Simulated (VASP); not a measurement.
# Si (C2/m) in VASP: relaxation of the atoms with PBE

Aim: the relaxation of the atoms of Si with PBE.

Everything below comes from runs of VASP 6.6.1. Logs are shortened: lines on timing, memory, paths and dates and some standing lists are left out, and cuts for length are marked.

### 1 The cell of the first run

Symmetry: C2/m, No. 12, monoclinic system. Conventional cell: a = 6.652 Å, b = 3.840 Å, c = 3.840 Å, α = 90.00°, β = 125.26°, γ = 90.00°. Within 3.0 Å of Si (site symmetry m) lie 4 Si at 2.29 to 2.38 Å.

### 2 Relaxation of the atoms, PBE

INCAR reads:

```
SYSTEM = Si
PREC     = Accurate       ! precision mode
ENCUT    = 520            ! plane-wave cutoff, eV
EDIFF    = 1E-6           ! SCF threshold, eV
ISMEAR   = 0              ! smearing method
SIGMA    = 0.01           ! smearing width, eV
LREAL    = .False.        ! projectors in reciprocal space
LASPH    = .True.         ! aspherical terms in the spheres
NELM     = 60             ! most SCF steps
ALGO     = Normal         ! electronic algorithm
ISIF     = 2              ! what is computed and relaxed
LWAVE    = .False.        ! write WAVECAR
LCHARG   = .False.        ! write CHGCAR
GGA      = PE             ! functional
IBRION   = 2              ! ionic algorithm
NSW      = 40             ! ionic steps
EDIFFG   = -0.01          ! ionic threshold
```

KPOINTS reads:

```
Automatic mesh
0
Gamma
  6 6 6
  0 0 0
```

POSCAR reads:

```
Si
1.0
    0.0000000000      2.7155000000      2.7155000000
    2.7155000000      0.0000000000      2.7155000000
    2.7155000000      2.7155000000      0.0000000000
Si
2
Direct
    0.0000000000      0.0000000000      0.0000000000
    0.2700000000      0.2500000000      0.2400000000
```

Potentials or basis: VASP PAW PBE potentials, release 64 (Si).

Run with:

```sh
$ cat potpaw_PBE.64/Si/POTCAR > POTCAR
$ mpirun -np 1 vasp_std > vasp.out
```

OUTCAR:

```text
SYSTEM = Si
   PREC = Accurate
   ENCUT = 520
   EDIFF = 1E-6
   ISMEAR = 0
   LREAL = .False.
   LASPH = .True.
   NELM = 60
   ISIF = 2
   GGA = PE
   IBRION = 2
   NSW = 40
   EDIFFG = -0.01

 ion  position               nearest neighbor table
   1  0.000  0.000  0.000-   2 2.29   2 2.35   2 2.38   2 2.38
   2  0.270  0.250  0.240-   1 2.29   1 2.35   1 2.38   1 2.38

  LATTYP: Found a face centered cubic cell.
 ALAT       =     5.4310000000

  Lattice vectors:

 A1 = (   0.0000000000,   2.7155000000,   2.7155000000)
 A2 = (   2.7155000000,   0.0000000000,   2.7155000000)
 A3 = (   2.7155000000,   2.7155000000,   0.0000000000)

Analysis of symmetry for initial positions (statically):
=====================================================================
 Subroutine PRICEL returns:
 Original cell was already a primitive cell.

 Routine SETGRP: Setting up the symmetry group for a
 face centered cubic supercell.

 Subroutine GETGRP returns: Found  4 space group operations
 (whereof  2 operations were pure point group operations)
 out of a pool of 48 trial point group operations.

The static configuration has the point symmetry C_1h.
 The point group associated with its full space group is C_2h.

Analysis of symmetry for dynamics (positions and initial velocities):
=====================================================================
 Subroutine PRICEL returns:
 Original cell was already a primitive cell.

 Routine SETGRP: Setting up the symmetry group for a
 face centered cubic supercell.

 Subroutine GETGRP returns: Found  4 space group operations
 (whereof  2 operations were pure point group operations)
 out of a pool of 48 trial point group operations.

The dynamic configuration has the point symmetry C_1h.
 The point group associated with its full space group is C_2h.

 Subroutine INISYM returns: Found  4 space group operations
 (whereof  2 operations are pure point group operations),
 and found     1 'primitive' translations

----------------------------------------------------------------------------------------

                                     Primitive cell

  volume of cell :      40.0479

  direct lattice vectors                    reciprocal lattice vectors
     0.000000000  2.715500000  2.715500000    -0.184128153  0.184128153  0.184128153
     2.715500000  0.000000000  2.715500000     0.184128153 -0.184128153  0.184128153
     2.715500000  2.715500000  0.000000000     0.184128153  0.184128153 -0.184128153

  length of vectors
     3.840296929  3.840296929  3.840296929     0.318919316  0.318919316  0.318919316

  position of ions in fractional coordinates (direct lattice)
     0.000000000  0.000000000  0.000000000
     0.270000000  0.250000000  0.240000000

  ion indices of the primitive-cell ions
   primitive index   ion index
                 1           1
                 2           2

----------------------------------------------------------------------------------------

 KPOINTS: Automatic mesh

Automatic generation of k-mesh.
 Grid dimensions read from file:
 generate k-points for:    6    6    6

 Generating k-lattice:

  Cartesian coordinates                     Fractional coordinates (reciprocal lattice)
    -0.030688026  0.030688026  0.030688026     0.166666667  0.000000000  0.000000000
     0.030688026 -0.030688026  0.030688026     0.000000000  0.166666667  0.000000000
     0.030688026  0.030688026 -0.030688026     0.000000000  0.000000000  0.166666667

  Length of vectors
     0.053153219  0.053153219  0.053153219

  Shift w.r.t. Gamma in fractional coordinates (k-lattice)
     0.000000000  0.000000000  0.000000000

 Subroutine IBZKPT returns following result:
 ===========================================

 Found     68 irreducible k-points:

 Following reciprocal coordinates:
            Coordinates               Weight
  0.000000  0.000000  0.000000      1.000000
  0.166667  0.000000  0.000000      2.000000
  0.000000  0.166667  0.000000      2.000000
  0.000000  0.000000  0.166667      4.000000
  0.333333  0.000000  0.000000      2.000000
  0.000000  0.333333  0.000000      2.000000
[... 16 lines left out ...]
  0.166667  0.166667 -0.333333      4.000000
  0.500000  0.333333  0.500000      4.000000
 [... further k-points ...]
   k-points           NKPTS =     68   k-points in BZ     NKDIM =     68   number of bands    NBANDS=      8
   number of dos      NEDOS =    301   number of ions     NIONS =      2
   total plane-waves  NPLWV =  27000
   dimension x,y,z NGX =    30 NGY =   30 NGZ =   30
   dimension x,y,z NGXF=    60 NGYF=   60 NGZF=   60
   ions per type =               2
   NGX,Y,Z   is equivalent  to a cutoff of  12.99, 12.99, 12.99 a.u.
   NGXF,Y,Z  is equivalent  to a cutoff of  25.97, 25.97, 25.97 a.u.
 SYSTEM =  Si
   PREC   = accura    normal or accurate (medium, high low for compatibility)
   ISTART =      0    job   : 0-new  1-cont  2-samecut
   ICHARG =      2    charge: 1-file 2-atom 10-const
   ISPIN  =      1    spin polarized calculation?
   LNONCOLLINEAR =      F non collinear calculations
   LSORBIT =      F    spin-orbit coupling
   LASPH  =      T    aspherical Exc in radial PAW
   ENCUT  =  520.0 eV  38.22 Ry    6.18 a.u.   7.14  7.14  7.14*2*pi/ulx,y,z
   NELM   =     60;   NELMIN=  2; NELMDL= -5     # of ELM steps
   EDIFF  = 0.1E-05   stopping-criterion for ELM
   LREAL  =      F    real-space projection
   EDIFFG = -.1E-01   stopping-criterion for IOM
   NSW    =     40    number of steps for IOM
   IBRION =      2    ionic relax: 0-MD 1-quasi-New 2-CG
   NFREE  =      1    steps in history (QN), initial steepest desc. (CG)
   ISIF   =      2    stress and relaxation
   ISYM   =      2    0-nonsym 1-usesym 2-fastsym
   POTIM  = 0.5000    time-step for ionic-motion
   TEBEG  =    0.0;   TEEND  =   0.0 temperature during run
   PSTRESS=    0.0 pullay stress
   NELECT =       8.0000    total number of electrons
   NUPDOWN=      -1.0000    fix difference up-down
   EMIN   =  10.00;   EMAX   =-10.00  energy-range for DOS
   EFERMI =   0.00;   METHOD = LEGACY
   ISMEAR =     0;   SIGMA  =   0.01  broadening in eV -4-tet -1-fermi 0-gaus
   EFERMI_NEDOS =   21; number of points for ismear=-14 and -15
   IALGO  =     38    algorithm
   IMIX   =      4    mixing-type and parameters
     AMIX     =   0.40;   BMIX     =  1.00
     AMIX_MAG =   1.60;   BMIX_MAG =  1.00
  volume/ion in A,a.u.               =      20.02       135.13
  Fermi-wavevector in a.u.,A,eV,Ry     =   0.956999  1.808467 12.460868  0.915848
  Thomas-Fermi vector in A             =   2.085978
   LORBIT       =      0    0 simple, 1 ext, 2 COOP (PROOUT), +10 PAW based schemes
   GGA     = PE    functional components
   LHFCALC =     F    Hartree Fock is set to
   AEXX    =    0.0000 exact exchange contribution
   IVDW    =     0    specifies the selected vdW correction
   LEPSILON=     F    determine dielectric tensor
   LRPA    =     F    only Hartree local field effects (RPA)
 conjugate gradient relaxation of ions
 non-spin polarized calculation
 Gauss-broadening in eV      SIGMA  =   0.01
  energy-cutoff  :      520.00
  volume of cell :       40.05
 maximum number of plane-waves:      1090
 NGX is ok and might be reduce to    30
   NGX = 15   NGY = 15   NGZ = 15

--------------------------------------- Ionic step        1  -------------------------------------------

 number of electron       8.0000000 magnetization

 Free energy of the ion-electron system (eV)
  ---------------------------------------------------
  ext. energy  EPLUGINS =         0.00000000
  ---------------------------------------------------
  free energy    TOTEN  =       -10.78932258 eV

  energy without entropy =      -10.78932258  energy(sigma->0) =      -10.78932258

------------------------ aborting loop because EDIFF is reached ----------------------------------------

  FORCE on cell =-STRESS in cart. coord.  units (eV):
  Direction    XX          YY          ZZ          XY          YZ          ZX
  --------------------------------------------------------------------------------------
  -------------------------------------------------------------------------------------
  Total        0.5548016      0.5548016      0.5184833     -0.5504834      0.2998505     -0.2998505
  in kB       22.1957009     22.1957009     20.7427299    -22.0229444     11.9959863    -11.9959863
  external PRESSURE =      21.7113773 kB  Pullay stress =       0.0000000 kB

 VOLUME and BASIS-vectors are now :
 -----------------------------------------------------------------------------
  energy-cutoff  :      520.00
  volume of cell :       40.05
      direct lattice vectors                 reciprocal lattice vectors
     0.000000000  2.715500000  2.715500000    -0.184128153  0.184128153  0.184128153
     2.715500000  0.000000000  2.715500000     0.184128153 -0.184128153  0.184128153
     2.715500000  2.715500000  0.000000000     0.184128153  0.184128153 -0.184128153
[... 109 lines left out ...]
 POSITION                                       TOTAL-FORCE (eV/Angst)
 -----------------------------------------------------------------------------------
      2.70211      2.72889      0.02747        -0.004971      0.004971     -0.008532
      1.34399      1.37151      1.38459         0.004971     -0.004971      0.008532
 -----------------------------------------------------------------------------------
    total drift:                                0.000000     -0.000000      0.000000

  FREE ENERGIE OF THE ION-ELECTRON SYSTEM (eV)
  ---------------------------------------------------
  free  energy   TOTEN  =       -10.8209981796 eV

  energy  without entropy=      -10.8209981796  energy(sigma->0) =      -10.82099818

--------------------------------------- Ionic step        5  -------------------------------------------

 number of electron       8.0000000 magnetization

 Free energy of the ion-electron system (eV)
  ---------------------------------------------------
  ext. energy  EPLUGINS =         0.00000000
  ---------------------------------------------------
  free energy    TOTEN  =       -10.82100279 eV

  energy without entropy =      -10.82100279  energy(sigma->0) =      -10.82100279

 E-fermi :   5.9014     XC(G=0):  -9.4036

 val. band max:        5.8330987901   @ k =   0.0000   0.0000   0.0000
 cond. band min:       6.5399812564   @ k =   0.5000   0.5000   0.0000
 fundamental gap:      0.7068824662
 Fermi energy:         5.9013528816

 k-point     1 :       0.0000    0.0000    0.0000
  band No.  band energies     occupation
      1      -6.1255      2.00000
      2       5.8319      2.00000
      3       5.8320      2.00000
      4       5.8331      2.00000
      5       8.3942      0.00000
      6       8.3948      0.00000
      7       8.3949      0.00000
      8       9.2048      0.00000

 k-point     2 :       0.1667    0.0000    0.0000
  band No.  band energies     occupation
      1      -5.7643      2.00000
      2       3.4536      2.00000
      3       5.3821      2.00000
      4       5.3821      2.00000
      5       8.1841      0.00000
      6       9.0417      0.00000
      7       9.0419      0.00000
      8      11.2900      0.00000
[... 221 lines left out ...]
 k-point    23 :       0.1667    0.1667   -0.3333
  band No.  band energies     occupation
      1      -3.6346      2.00000
      2      -0.7704      2.00000
      3       3.0572      2.00000
      4       4.0577      2.00000
      5       7.8730      0.00000
      6       9.9475      0.00000
      7      10.4511      0.00000
      8      12.2518      0.00000

 k-point    24 :       0.5000    0.3333    0.5000
  band No.  band energies     occupation
      1      -3.6346      2.00000
      2      -0.7704      2.00000
      3       3.0572      2.00000
      4       4.0577      2.00000
      5       7.8730      0.00000
      6       9.9475      0.00000
      7      10.4513      0.00000
      8      12.2518      0.00000

 [... further k-points ...]
[... 5 lines left out ...]
  --------------------------------------------------------------------------------------
  -------------------------------------------------------------------------------------
  Total        0.4995274      0.4995274      0.4995221      0.0019103      0.0000691     -0.0000691
  in kB       19.9843720     19.9843720     19.9841599      0.0764261      0.0027654     -0.0027655
  external PRESSURE =      19.9843013 kB  Pullay stress =       0.0000000 kB

 VOLUME and BASIS-vectors are now :
 -----------------------------------------------------------------------------
  energy-cutoff  :      520.00
  volume of cell :       40.05
      direct lattice vectors                 reciprocal lattice vectors
     0.000000000  2.715500000  2.715500000    -0.184128153  0.184128153  0.184128153
     2.715500000  0.000000000  2.715500000     0.184128153 -0.184128153  0.184128153
     2.715500000  2.715500000  0.000000000     0.184128153  0.184128153 -0.184128153

 POSITION                                       TOTAL-FORCE (eV/Angst)
 -----------------------------------------------------------------------------------
      2.70190      2.72910      0.02721         0.000724     -0.000724     -0.001611
      1.34420      1.37130      1.38485        -0.000724      0.000724      0.001611
 -----------------------------------------------------------------------------------
    total drift:                                0.000000     -0.000000      0.000000

  FREE ENERGIE OF THE ION-ELECTRON SYSTEM (eV)
  ---------------------------------------------------
  free  energy   TOTEN  =       -10.8210027872 eV

  energy  without entropy=      -10.8210027872  energy(sigma->0) =      -10.82100279

 reached required accuracy - stopping structural energy minimisation
```

Wall time 38 s (1 thread of Intel Xeon Platinum 8488C (Sapphire Rapids), shared host); peak memory 0.16 GiB.

What came out:

| Quantity | Value |
| --- | --- |
| Free energy | -10.8210 eV |
| Energy gained by relaxing | 15.8 meV/atom |
| Ionic steps | 5 |
| Pressure after relaxing | 2.0 GPa |
| Band gap on the k mesh | 0.71 eV (least direct gap 2.56 eV) |

The path:
```tsv
step	energy change (eV)	largest force (eV/Å)	pressure (GPa)
1	0.0000	0.9757	2.17
2	-0.0265	0.3667	2.02
3	-0.0316	0.0448	2.00
4	-0.0317	0.0111	2.00
5	-0.0317	0.0019	2.00
```

Final structure:
```cif
data_structure
_symmetry_space_group_name_H-M 'P 1'
_symmetry_Int_Tables_number 1
_cell_length_a 3.8403
_cell_length_b 3.8403
_cell_length_c 3.8403
_cell_angle_alpha 60.000
_cell_angle_beta 60.000
_cell_angle_gamma 60.000
_cell_volume 40.05
loop_
_atom_site_label
_atom_site_type_symbol
_atom_site_fract_x
_atom_site_fract_y
_atom_site_fract_z
_atom_site_occupancy
Si1 Si 0.01002 0.00000 0.99499 1
Si2 Si 0.25998 0.25000 0.24501 1
```

A k mesh can miss the band edges.
